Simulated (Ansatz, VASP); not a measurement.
Two plane-wave programs on GaSb

```xyz
2
Lattice="0.0000 3.0559 3.0559 3.0559 0.0000 3.0559 3.0559 3.0559 0.0000" Properties=species:S:1:pos:R:3 pbc="T T T"
Ga    0.0000    0.0000    0.0000
Sb    1.5280    1.5280    1.5280
```

Alike in both runs: task relaxation of cell and atoms; functional PBEsol; k mesh 12 × 12 × 12; occupations fermi-dirac, width 0.15 eV; no spin polarisation.

|  | VASP | Ansatz |
| --- | --- | --- |
| version | VASP 6.6.1 | Ansatz 0.2.0 |
| potentials or method | VASP PAW PBE potentials, release 64 (Ga_d, Sb), cutoff 600 eV | scalar-relativistic, plane waves, PAW |
| valence electrons in the cell | 18 | 28 |

|  | VASP | Ansatz | Ansatz less VASP |
| --- | --- | --- | --- |
| gap on the k mesh at the Fermi level, each at its own relaxed structure (eV) | none | none | - |
| relaxed volume (Å³/atom) | 28.59 | 28.56 | -0.035 |
| relaxed cell length with the largest relative difference (Å) | 4.325 | 4.323 | -0.0018 |

VASP's potentials were made for PBE, not for PBEsol, and Ansatz warns of the same on its side. A gap of «none» marks a metal or a gap that the smearing closes. VASP's potentials hold 18 valence electrons a cell and Ansatz's 28, so a difference there can come from the potentials and not from the codes.

Neither program's run includes spin-orbit coupling.
